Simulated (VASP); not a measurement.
Write the native input for VASP 6.6.1 that does the following.

```yaml
Task: single point
Functional: PBEsol
Potentials_or_basis: VASP PAW PBE potentials, release 64 (Zn, B, F)
Cutoff: 520 eV
k_mesh: 6 × 6 × 4
Occupations: fermi-dirac, width 0.03 eV
Spin: no spin polarisation
Dipole_correction: no
Further_INCAR_settings: ALGO = Normal; EDIFF = 1e-06; NBANDS = 34
```

The structure of ZnBF5 lies in POSCAR:

```
ZnBF5
1.0
    3.4489371742      0.0000000000      0.0000000000
    0.0000000000      3.4489371742      0.0000000000
    0.0000000000      0.0000000000      5.2654705760
Zn B F
1 1 5
Direct
    0.0000000000      0.0000000000      0.5000000000
    0.5000000000      0.5000000000      0.0000000000
    0.0000000000      0.0000000000      0.0000000000
    0.5000000000      0.0000000000      0.7347243941
    0.0000000000      0.5000000000      0.7347243941
    0.5000000000      0.0000000000      0.2652756059
    0.0000000000      0.5000000000      0.2652756059
```

The input as run:

INCAR

```
ALGO = Normal ; EDIFF = 1E-6
ENCUT = 520 ; GGA = PS
ISIF = 2 ; ISMEAR = -1
LASPH = True ; LCHARG = False
LREAL = False ; LWAVE = False
NBANDS = 34 ; NELM = 100
PREC = Accurate ; SIGMA = 0.03
```

KPOINTS

```
k-points
0
Gamma
  6 6 4
```

Potentials or basis: VASP PAW PBE potentials, release 64 (Zn, B, F).

The run is started by

```bash
$ cat potpaw_PBE.64/Zn/POTCAR potpaw_PBE.64/B/POTCAR potpaw_PBE.64/F/POTCAR > POTCAR
$ mpirun -np 1 vasp_std > vasp.out
```

It gave:

| Property | Result |
| --- | --- |
| Pressure | -0.1 GPa |
| Largest force | 0.037 eV/Å |
| Band gap on the k mesh | zero (bands 25 and 26 overlap by 0.99 eV) |

Caveat: the PAW data sets were made with another functional, which shifts forces and pressure a little.

Wall time 69 s on 1 thread of Oxide Virtual Turin-like Processor, on a shared host, peak memory 0.17 GiB.
